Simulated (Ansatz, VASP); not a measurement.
**In2Sb2Cl in VASP and in Ansatz**

```
CELL_PARAMETERS angstrom
4.62939 0.00000 0.00000
-2.31469 4.00917 0.00000
0.00000 0.00000 22.01518
ATOMIC_POSITIONS crystal
Sb 0.00000 0.00000 0.18169
Sb 0.33333 0.66667 0.36093
In 0.33333 0.66667 0.22462
In 0.66667 0.33333 0.39587
Cl 0.55556 0.55556 0.54577
```

Alike in both runs: task single point; functional PBE; dispersion D3(BJ); k mesh 6 × 6 × 1; occupations gaussian, width 0.1 eV; no spin polarisation.

|  | VASP | Ansatz |
| --- | --- | --- |
| version | VASP 6.6.1 | Ansatz 0.2.0 |
| potentials or method | VASP PAW PBE potentials, release 64 (Sb, In_d, Cl), cutoff 520 eV | scalar-relativistic, plane waves, PAW |
| valence electrons in the cell | 43 | 63 |

```tsv
	VASP	Ansatz	Ansatz less VASP
gap on the k mesh at the Fermi level (eV)	none	none	-
rms of the force components (eV/Å)	0.414	0.414	-0.0006
work function, face that differs most (eV)	5.24	5.25	+0.008
```

A gap of «none» marks a metal or a gap that the smearing closes. VASP's potentials hold 43 valence electrons a cell and Ansatz's 63, so a difference there can come from the potentials and not from the codes.

Neither program's run includes spin-orbit coupling.
